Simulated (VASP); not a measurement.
Wanted: the native input for a VASP 6.6.1 run.

```
Task                   : single point
Functional             : PBE
Potentials or basis    : VASP PAW PBE potentials, release 64 (Sb)
Cutoff                 : 500 eV
k mesh                 : 12 × 12 × 12
Occupations            : fermi-dirac, width 0.05 eV
Spin                   : no spin polarisation
Dipole correction      : no
Further INCAR settings : ALGO = Normal; EDIFF = 1e-06; NBANDS = 8
```

The structure of Sb lies in POSCAR:

```
Sb
1.0
   -1.7250000000      1.7250000000      1.7250000000
    1.7250000000     -1.7250000000      1.7250000000
    1.7250000000      1.7250000000     -1.7250000000
Sb
1
Direct
    0.0000000000      0.0000000000      0.0000000000
```

These files were run (other wordings do the same):

INCAR

```
PREC = Accurate
ENCUT = 500
EDIFF = 1E-6
ISMEAR = -1
SIGMA = 0.05
LREAL = False
LASPH = True
NELM = 120
ALGO = Normal
ISIF = 2
LWAVE = False
LCHARG = False
GGA = PE
NBANDS = 8
GGA_COMPAT = False
```

KPOINTS

```
Automatic mesh
0
Gamma
  12 12 12
```

Potentials or basis: VASP PAW PBE potentials, release 64 (Sb).

Launch:

```sh
$ cat potpaw_PBE.64/Sb/POTCAR > POTCAR
$ mpirun -np 1 vasp_std > vasp.out
```

It gave:

| Item | Value |
| --- | --- |
| Pressure | 33.0 GPa |

Run time: 5.3 s on 1 thread of Intel(R) Xeon(R) 6975P-C (Granite Rapids), with other jobs on the host, peak memory 0.13 GiB.
